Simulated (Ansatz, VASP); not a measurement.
**Two plane-wave programs on Sb2Se5**

```
Sb Se
1.0
    -3.73107    3.73107    4.40769
     3.73107   -3.73107    4.40769
     3.73107    3.73107   -4.40769
Sb Se
2 5
Cartesian
  0.0000 0.0000 1.5999
  0.0000 0.0000 7.2155
  1.8655 1.8655 2.2038
  1.8655 1.8655 -2.2038
  -1.8655 1.8655 2.2038
  1.8655 -1.8655 2.2038
  0.0000 0.0000 4.4077
```

Alike in both runs: functional PBE; k mesh 4 × 4 × 4; occupations gaussian, width 0.1 eV; no spin polarisation.

Ansatz relaxed the structure, and its values are those at the end. VASP's run is a single point on that final structure, the one shown.

```csv
,VASP,Ansatz
version,VASP 6.6.1,Ansatz 0.2.0
potentials or method,"VASP PAW PBE potentials, release 64 (Sb, Se), cutoff 520 eV","scalar-relativistic, plane waves, PAW"
valence electrons in the cell,40,110
```

Ansatz gave:

* gap on the k mesh at the Fermi level (eV): none
* pressure (GPa): 0.0
* rms of the force components (eV/Å): 0.007

Task: What did VASP give for the same quantities?

Result: gap on the k mesh at the Fermi level (eV): none; pressure (GPa): 0.0; rms of the force components (eV/Å): 0.005.

A gap of «none» marks a metal or a gap that the smearing closes. The functional is the same, so the differences come from potentials, cutoffs and numerics. VASP's potentials hold 40 valence electrons a cell and Ansatz's 110, so a difference there can come from the potentials and not from the codes.

Spin-orbit coupling is off throughout.
